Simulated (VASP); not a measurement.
A run of VASP 6.6.1 is set up as follows.

The input INCAR:

```
SYSTEM = LiH2
PREC = Accurate
ENCUT = 520
EDIFF = 1E-6
ISMEAR = 0
SIGMA = 0.02
LREAL = .FALSE.
LASPH = .TRUE.
NELM = 100
ALGO = Normal
ISIF = 2
LWAVE = .FALSE.
LCHARG = .FALSE.
GGA = PE
NBANDS = 14
```

The input KPOINTS:

```
Automatic mesh
0
G
  8 8 8
  0 0 0
```

File POSCAR:

```
LiH2
1.0
   -2.4083414796      2.4083414796      3.3213035859
    2.4083414796     -2.4083414796      3.3213035859
    2.4083414796      2.4083414796     -3.3213035859
Li H
2 4
Direct
    0.0000000000      0.5000000000      0.5000000000
    0.5000000000      0.0000000000      0.5000000000
    0.3615782554      0.3615782554      0.7231565108
    0.3615782554      0.6384217446      0.0000000000
    0.6384217446      0.3615782554      0.0000000000
    0.6384217446      0.6384217446      0.2768434892
```

Potentials or basis: VASP PAW PBE potentials, release 64 (Li_sv, H).

Launch:

```bash
$ cat potpaw_PBE.64/Li_sv/POTCAR potpaw_PBE.64/H/POTCAR > POTCAR
$ mpirun -np 1 vasp_std > vasp.out
```

What does it give for the band gap on the k mesh?

1.59 eV (least direct gap 1.81 eV).

 A k mesh can miss the band edges.
